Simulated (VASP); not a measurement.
**AlN: single point with PBE**

The system is AlN.

```
Al N
1.0
     3.25781    0.00231    0.00042
     0.30280    4.77037    0.00216
     0.57697    2.32159    4.26534
Al N
3 3
Direct
  0.33217 0.89672 0.90602
  0.58142 0.14589 0.27214
  0.93431 0.50257 0.48546
  0.44091 0.74255 0.33677
  0.98031 0.26695 0.91816
  0.14556 0.44531 0.08146
```

The cell was built from a structure type or drawn by symmetry, and may not be a known phase.

| Quantity | Value |
| --- | --- |
| Program | VASP 6.6.1 |
| Task | single point |
| Functional | PBE |
| Potentials or basis | VASP PAW PBE potentials, release 64 (Al, N) |
| Cutoff | 520 eV |
| k mesh | 8 × 6 × 6 |
| Occupations | gaussian, width 0.02 eV |
| Spin | no spin polarisation |

| Property | Result |
| --- | --- |
| Pressure | -0.2 GPa |
| Largest force | 0.027 eV/Å |
| Band gap on the k mesh | 0.67 eV (least direct gap 0.73 eV) |

Forces on the atoms (eV/Å):
```
Al  -0.005  0.001  0.010
Al  -0.001 -0.002 -0.009
Al   0.001  0.007 -0.005
N    0.005 -0.006  0.007
N   -0.011 -0.019 -0.016
N    0.012  0.020  0.012
```

Stress tensor (GPa, compression positive):
```
-0.16  0.04  0.02
 0.04 -0.17  0.02
 0.02  0.02 -0.27
```

Levels at points of the mesh, in eV from the valence-band top:
| k point | band 8 | band 9 | band 10 | band 11 | band 12 | band 13 | band 14 | band 15 | band 16 | band 17 |
| --- | --- | --- | --- | --- | --- | --- | --- | --- | --- | --- |
| (0.00, 0.00, 0.00) | -4.52 | -3.04 | -2.48 | -1.50 | -1.43 | 2.96 | 3.66 | 4.47 | 5.26 | 6.44 |
| (0.50, 0.00, 0.00) | -4.42 | -4.00 | -3.33 | -2.38 | -1.21 | 1.00 | 2.38 | 4.05 | 5.61 | 6.92 |
| (0.00, 0.50, 0.00) | -3.75 | -3.48 | -3.01 | -2.04 | -0.67 | 2.27 | 3.91 | 4.38 | 5.72 | 6.43 |
| (0.50, 0.50, 0.00) | -4.17 | -3.58 | -2.35 | -1.61 | -0.95 | 2.01 | 3.02 | 3.98 | 5.53 | 6.15 |
| (0.00, 0.00, 0.50) | -3.87 | -3.16 | -2.66 | -2.13 | -1.11 | 2.41 | 4.03 | 4.67 | 5.88 | 6.09 |
| (0.50, 0.00, 0.50) | -4.36 | -3.43 | -2.36 | -1.78 | -0.48 | 1.35 | 3.64 | 4.27 | 5.01 | 5.98 |
| (0.00, 0.50, 0.50) | -3.42 | -3.37 | -2.06 | -1.83 | -0.98 | 2.09 | 3.33 | 4.35 | 4.90 | 5.28 |
| (0.50, 0.50, 0.50) | -4.72 | -4.29 | -2.21 | -2.15 | -0.12 | 0.67 | 3.29 | 4.11 | 5.37 | 5.60 |

Run time: 57 s on 1 thread of Intel(R) Xeon(R) 6975P-C (Granite Rapids) (shared host), peak memory 0.28 GiB.

A k mesh can miss the band edges.
